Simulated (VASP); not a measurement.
Set up this calculation in VASP 6.6.1, as the native input.

```
Task                   : relaxation of cell and atoms
Functional             : PBE
Potentials or basis    : VASP PAW PBE potentials, release 64 (Os, C)
Cutoff                 : 600 eV
k mesh                 : 10 × 10 × 10
Occupations            : gaussian, width 0.1 eV
Spin                   : no spin polarisation
Dipole correction      : no
Further INCAR settings : ALGO = Normal; EDIFF = 1e-06; IBRION = 2; EDIFFG = -0.01; NSW = 100; ISIF = 3
```

The structure of Os4C lies in POSCAR:

```
Os4C
1.0
   -2.6019886126      2.6019886126      2.6019886126
    2.6019886126     -2.6019886126      2.6019886126
    2.6019886126      2.6019886126     -2.6019886126
Os C
4 1
Direct
    0.5000000000      0.5000000000      0.5000000000
    0.0000000000      0.0000000000      0.5000000000
    0.0000000000      0.5000000000      0.0000000000
    0.5000000000      0.0000000000      0.0000000000
    0.0000000000      0.0000000000      0.0000000000
```

The cell was generated, and may not be a known phase.

These files were run (other wordings do the same):

INCAR

```
  PREC = Accurate
  ENCUT = 600
  EDIFF = 1E-6
  ISMEAR = 0
  SIGMA = 0.1
  LREAL = False
  LASPH = True
  NELM = 100
  ALGO = Normal
  ISIF = 3
  LWAVE = False
  LCHARG = False
  GGA = PE
  IBRION = 2
  NSW = 100
  EDIFFG = -0.01
```

KPOINTS

```
Automatic mesh
0
Gamma
  10 10 10
```

Potentials or basis: VASP PAW PBE potentials, release 64 (Os, C).

Run with:

```bash
$ cat potpaw_PBE.64/Os/POTCAR potpaw_PBE.64/C/POTCAR > POTCAR
$ mpirun -np 1 vasp_std > vasp.out
```

Results of the run:

```json
{"Relaxed volume": "14.13 Å³/atom", "Relaxed cell": "a = 4.511 Å, b = 4.511 Å, c = 4.511 Å, α = 109.47°, β = 109.47°, γ = 109.47°", "Space group after relaxing (to 0.1 Å)": "Im-3m (No. 229)", "Energy gained by relaxing": "0.1 meV/atom", "Ionic steps": "3", "Pressure after relaxing": "0.0 GPa"}
```

Caveat: the highest band is partly filled, so the run has too few bands.

Wall time 2.4 min on 1 thread of Intel(R) Xeon(R) Platinum 8259CL CPU @ 2.50GHz (Skylake/Cascade Lake) (shared host), peak memory 0.27 GiB.
